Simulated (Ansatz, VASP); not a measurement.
## SiGeW3 in VASP and in Ansatz

```
Si Ge W
1.0
     3.34924    0.00000    0.00000
     0.00000    3.34924    0.00000
     0.00000    0.00000    7.60961
Si Ge W
1 1 3
Direct
  0.50000 0.50000 0.00000
  0.00000 0.00000 0.50000
  0.00000 0.00000 0.83458
  0.00000 0.00000 0.16542
  0.50000 0.50000 0.50000
```

Alike in both runs: functional PBE; k mesh 12 × 12 × 6; occupations gaussian, width 0.1 eV; no spin polarisation.

Ansatz relaxed the structure, and its values are those at the end. VASP's run is a single point on that final structure, the one shown.

|  | VASP | Ansatz |
| --- | --- | --- |
| version | VASP 6.6.1 | Ansatz 0.2.0 |
| potentials or method | VASP PAW PBE potentials, release 64 (Si, Ge_d, W_sv), cutoff 520 eV | scalar-relativistic, plane waves, PAW |
| valence electrons in the cell | 60 | 60 |

|  | VASP | Ansatz | Ansatz less VASP |
| --- | --- | --- | --- |
| gap on the k mesh at the Fermi level (eV) | none | none | - |
| pressure (GPa) | 0.3 | 0.0 | -0.32 |
| rms of the force components (eV/Å) | 0.004 | 0.000 | -0.0039 |

A gap of «none» marks a metal or a gap that the smearing closes.

Spin-orbit coupling is off throughout.
